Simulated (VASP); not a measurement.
Cd5HgTe6, 12 atoms in the cell. It takes space group P-4m2 (No. 115, tetragonal). Conventional cell: a = 4.372 Å, b = 4.372 Å, c = 18.547 Å, α = 90.00°, β = 90.00°, γ = 90.00°. Cd (site symmetry 2mm) has 4 Te at 2.68 Å within 3.5 Å. Cd (site symmetry 2mm) has 4 Te at 2.68 Å within 3.5 Å. Cd (site symmetry -4m2) has 4 Te at 2.68 Å within 3.5 Å. Hg (site symmetry -4m2) has 4 Te at 2.68 Å within 3.5 Å. Within 3.5 Å of Te (site symmetry 2mm) lie 2 Hg at 2.68 Å and 2 Cd at 2.68 Å. Te (site symmetry 2mm) has 4 Cd at 2.68 Å within 3.5 Å. Within 3.5 Å of Te (site symmetry 2mm) lie 4 Cd at 2.68 Å. 

```yaml
Program: VASP 6.6.1
Task: single point
Functional: PBE
Potentials_or_basis: VASP PAW PBE potentials, release 64 (Cd, Hg, Te)
Cutoff: 520 eV
k_mesh: 4 × 4 × 1
Occupations: gaussian, width 0.1 eV
Spin: no spin polarisation
Dipole_correction: no
Further_INCAR_settings: ALGO = Normal; EDIFF = 1e-06; NBANDS = 66
```

Potentials or basis: VASP PAW PBE potentials, release 64 (Cd, Hg, Te).

The run is started by

```console
$ cat potpaw_PBE.64/Cd/POTCAR potpaw_PBE.64/Hg/POTCAR potpaw_PBE.64/Te/POTCAR > POTCAR
$ mpirun -np 1 vasp_std > vasp.out
```

Hardware: 1 thread of Intel(R) Xeon(R) 6975P-C (Granite Rapids), on a shared host.

Problem. Estimate the wall time of this run.

Solution. It took 2 min on 1 thread of Intel(R) Xeon(R) 6975P-C (Granite Rapids), with other jobs on the host, peak memory 0.48 GiB. Counts: scf iterations 16, k points 6.
